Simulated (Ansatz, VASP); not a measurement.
**MgO: VASP beside Ansatz**

Contents of INCAR:

```
PREC = Accurate
ENCUT = 520
EDIFF = 1E-7
ISMEAR = 0
SIGMA = 0.05
LREAL = F
LASPH = T
NELM = 60
ALGO = Normal
ISIF = 2
LWAVE = F
LCHARG = T
GGA = PS
LELF = T
LVHAR = T
NBANDS = 26
```

Contents of KPOINTS:

```
Automatic mesh
0
Gamma
  9 9 4
```

File POSCAR:

```
MgO
1.0
    3.2553371795      0.0000000000      0.0000000000
   -1.6276685897      2.8192046953      0.0000000000
    0.0000000000      0.0000000000     10.4149514991
Mg O
4 4
Direct
    0.3333333333      0.6666666667      0.9695963559
    0.0000000000      0.0000000000      0.2209473890
    0.0000000000      0.0000000000      0.7209473890
    0.6666666667      0.3333333333      0.4695963559
    0.3333333333      0.6666666667      0.7799156657
   -0.1198032580      0.0000000000      0.5794669904
    0.0000000000      0.0000000000      0.0295387694
    0.6666666667      0.3333333333      0.2799156657
```

Input for Ansatz:

```yaml
crystal:
  lattice:
    - [3.2553371795, 0.0, 0.0]
    - [-1.6276685897, 2.8192046953, 0.0]
    - [0.0, 0.0, 10.4149514991]
  atoms:
    - { symbol: Mg, position: [0.3333333333, 0.6666666667, 0.9695963559] }
    - { symbol: Mg, position: [0.0, 0.0, 0.220947389] }
    - { symbol: Mg, position: [0.0, 0.0, 0.720947389] }
    - { symbol: Mg, position: [0.6666666667, 0.3333333333, 0.4695963559] }
    - { symbol: O, position: [0.3333333333, 0.6666666667, 0.7799156657] }
    - { symbol: O, position: [-0.119803258, 0.0, 0.5794669904] }
    - { symbol: O, position: [0.0, 0.0, 0.0295387694] }
    - { symbol: O, position: [0.6666666667, 0.3333333333, 0.2799156657] }
basis:
  ecutwfc: 420
kpoints:
  mp_grid: { grid: [9, 9, 4] }
hamiltonian:
  xc: pbesol
  pseudopotentials: { kind: paw, azcp: { folder: soft_1 } }
scf:
  occupations: { method: gaussian, width: 0.05 }
output:
  forces: true
  stress: true
  eigenvalues: true
```

Alike in both runs: task single point; functional PBEsol; k mesh 9 × 9 × 4; occupations gaussian, width 0.05 eV; no spin polarisation.

|  | VASP | Ansatz |
| --- | --- | --- |
| version | VASP 6.6.1 | Ansatz 0.2.0 |
| potentials or method | VASP PAW PBE potentials, release 64 (Mg, O), cutoff 520 eV | scalar-relativistic, plane waves, PAW |
| valence electrons in the cell | 32 | 64 |

|  | VASP | Ansatz | Ansatz less VASP |
| --- | --- | --- | --- |
| gap on the k mesh at the Fermi level (eV) | 1.23 | 1.28 | +0.049 |
| least direct gap on the mesh (eV) | 1.23 | 1.28 | +0.049 |
| pressure (GPa) | 10.0 | 9.5 | -0.48 |
| traceless stress, the component that is largest in VASP (GPa) | 18.23 | 17.03 | -1.199 |
| rms of the force components (eV/Å) | 4.312 | 4.079 | -0.2332 |

VASP's potentials were made for PBE, not for PBEsol, and Ansatz warns of the same on its side. Atom by atom the forces differ by 0.238 eV/Å (rms over components). The functional is the same, so the differences come from potentials, cutoffs and numerics. VASP's potentials hold 32 valence electrons a cell and Ansatz's 64, so a difference there can come from the potentials and not from the codes.
